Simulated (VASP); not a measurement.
A run of VASP 6.6.1 is set up as follows.

INCAR

```
SYSTEM = YAu
PREC     = Accurate       ! precision mode
ENCUT    = 500            ! plane-wave cutoff, eV
EDIFF    = 1E-6           ! SCF threshold, eV
ISMEAR   = 1              ! smearing method
SIGMA    = 0.1            ! smearing width, eV
LREAL    = .FALSE.        ! projectors in reciprocal space
LASPH    = .TRUE.         ! aspherical terms in the spheres
NELM     = 120            ! most SCF steps
ALGO     = Normal         ! electronic algorithm
ISIF     = 2              ! what is computed and relaxed
LWAVE    = .FALSE.        ! write WAVECAR
LCHARG   = .FALSE.        ! write CHGCAR
GGA      = CA             ! functional
NBANDS   = 18             ! bands
GGA_COMPAT= .FALSE.
```

KPOINTS

```
regular mesh
0
G
  7 7 7
  0 0 0
```

File POSCAR:

```
YAu
1.0
    3.4677030379      0.0000000000      0.0000000000
    0.0000000000      3.4677030379      0.0000000000
    0.0000000000      0.0000000000      3.4677030379
Y Au
1 1
Direct
    0.5000000000      0.5000000000      0.5000000000
    0.0000000000      0.0000000000      0.0000000000
```

Potentials or basis: VASP PAW LDA potentials, release 64 (Y_sv, Au).

The run is started by

```bash
$ cat potpaw_LDA.64/Y_sv/POTCAR potpaw_LDA.64/Au/POTCAR > POTCAR
$ mpirun -np 1 vasp_std > vasp.out
```

Predict the band gap on the k mesh.

zero (band 11 reaches 7.88 eV, above the bottom of band 12 at 5.31 eV).

Estimate the pressure.

4.7 GPa.

Caveat: spin-orbit coupling is left out, which moves the levels of the heavy elements.
